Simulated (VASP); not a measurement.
Crystal: NaI.

```
Na I
1.0
     4.50465    0.00000    0.00000
    -2.25232    3.90114    0.00000
     0.00000    0.00000    7.67570
Na I
2 2
Cartesian
  0.0000 0.0000 0.0000
  0.0000 0.0000 3.8379
  0.0000 2.6008 1.9189
  2.2523 1.3004 5.7568
```

Base run:

| Item | Value |
| --- | --- |
| Program | VASP 6.6.1 |
| Functional | r2SCAN |
| Potentials or basis | VASP PAW PBE potentials, release 64 (Na_pv, I) |
| Cutoff | 520 eV |
| k mesh | 6 × 6 × 4 |
| Occupations | gaussian, width 0.01 eV |
| Spin | no spin polarisation |

Its results: band gap on the k mesh 4.36 eV, direct; pressure -0.1 GPa.

Question: After a change of settings the same cell gave: band gap on the k mesh 4.57 eV, direct; pressure 0.2 GPa. Which change was it?
A. functional from r2SCAN to PBE; further incar settings from ALGO = Normal; EDIFF = 1e-06; NBANDS = 22 to ALGO = Normal; EDIFF = 1e-07; NBANDS = 22
B. functional from r2SCAN to HSE06; k mesh from 6 × 6 × 4 to 6 × 6 × 2
C. functional from r2SCAN to PBE

Answer: B.

Caveats: the PAW data sets were made with another functional, which shifts forces and pressure a little; spin-orbit coupling is left out, which moves the levels of the heavy elements.
